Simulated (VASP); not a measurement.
Here is a VASP 6.6.1 calculation.

Contents of INCAR:

```
ALGO = Normal
EDIFF = 1E-7
EDIFFG = -0.01
ENCUT = 600
GGA = PE
GGA_COMPAT = False
IBRION = 2
ISIF = 3
ISMEAR = 0
LASPH = True
LCHARG = False
LREAL = False
LWAVE = False
NELM = 120
NELMIN = 4
NSW = 100
PREC = Accurate
SIGMA = 0.02
```

File KPOINTS:

```
k-points
0
Gamma
  8 8 8
```

Contents of POSCAR:

```
CaO
1.0
    0.0000000000      2.4168421861      2.4168421861
    2.4168421861      0.0000000000      2.4168421861
    2.4168421861      2.4168421861      0.0000000000
Ca O
1 1
Direct
    0.5000000000      0.5000000000      0.5000000000
    0.0000000000      0.0000000000      0.0000000000
```

Potentials or basis: VASP PAW PBE potentials, release 64 (Ca_sv, O).

Launch:

```console
$ cat potpaw_PBE.64/Ca_sv/POTCAR potpaw_PBE.64/O/POTCAR > POTCAR
$ mpirun -np 1 vasp_std > vasp.out
```

Estimate the space group after relaxing (to 0.05 Å).

Fm-3m (No. 225).

Predict the band gap on the k mesh.

3.64 eV, indirect (least direct gap 4.02 eV).

What does it give for the relaxed cell?

a = 3.422 Å, b = 3.422 Å, c = 3.422 Å, α = 60.00°, β = 60.00°, γ = 60.00°.

Final structure:
```
Ca O
1.0
     0.00000    2.41957    2.41957
     2.41957    0.00000    2.41957
     2.41957    2.41957    0.00000
Ca O
1 1
Direct
  0.50000 0.50000 0.50000
  0.00000 0.00000 0.00000
```

A k mesh can miss the band edges. PBE gaps usually lie below the measured ones, often by a third to a half.
